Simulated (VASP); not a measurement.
Os: electric field gradients with PBE

Crystal: Os.

```
Os
1.0
     0.00000    1.94500    2.00335
     1.94500    0.00000    2.00335
     1.94500    1.94500    0.00000
Os
1
Direct
  0.00000 0.00000 0.00000
```

This cell differs from its parent crystal: zz strain of +3 %.

```
Program                : VASP 6.6.1
Task                   : electric field gradients
Functional             : PBE
Potentials or basis    : VASP PAW PBE potentials, release 64 (Os)
Cutoff                 : 520 eV
k mesh                 : 14 × 14 × 14
Occupations            : fermi-dirac, width 0.05 eV
Spin                   : no spin polarisation
Dipole correction      : no
Further INCAR settings : ALGO = Normal; EDIFF = 1e-08; NBANDS = 10
```

```yaml
Pressure: -19.1 GPa
Band_gap_on_the_k_mesh: zero (band 4 reaches 10.58 eV, above the bottom of band 5 at 6.98 eV)
```

Stress tensor (GPa, compression positive):
```
-16.53   0.00   0.00
  0.00 -16.53   0.00
  0.00   0.00 -24.37
```

Levels at points of the mesh, in eV from the Fermi level:
```csv
k point,band 1,band 2,band 3,band 4,band 5,band 6,band 7,band 8
"(0.00, 0.00, 0.00)",-10.08,-2.89,-2.50,-2.50,-0.21,0.30,14.34,19.08
"(0.50, 0.00, 0.00)",-6.96,-2.96,-2.57,-0.14,2.07,2.29,8.06,13.82
"(0.50, 0.50, 0.00)",-6.79,-6.08,1.84,2.16,2.76,2.76,10.56,12.15
"(0.50, 0.00, 0.50)",-6.76,-6.11,2.11,2.44,2.59,2.99,11.31,11.48
```

Electric field gradients, principal values (V/Å²):
| atom | least | middle | greatest (by size) |
| --- | --- | --- | --- |
| 1 Os | -3.979 | -3.979 | 7.958 |

Wall time 10 s on 1 thread of Intel(R) Xeon(R) 6975P-C (Granite Rapids), with other jobs on the host, peak memory 0.17 GiB.

Caveat: the cell differs from its parent crystal (zz strain of +3 %); without QUAD_EFG the Cq values of the log hold for a quadrupole moment of 1 mb, not for the nuclei; spin-orbit coupling is left out, which moves the levels of the heavy elements.
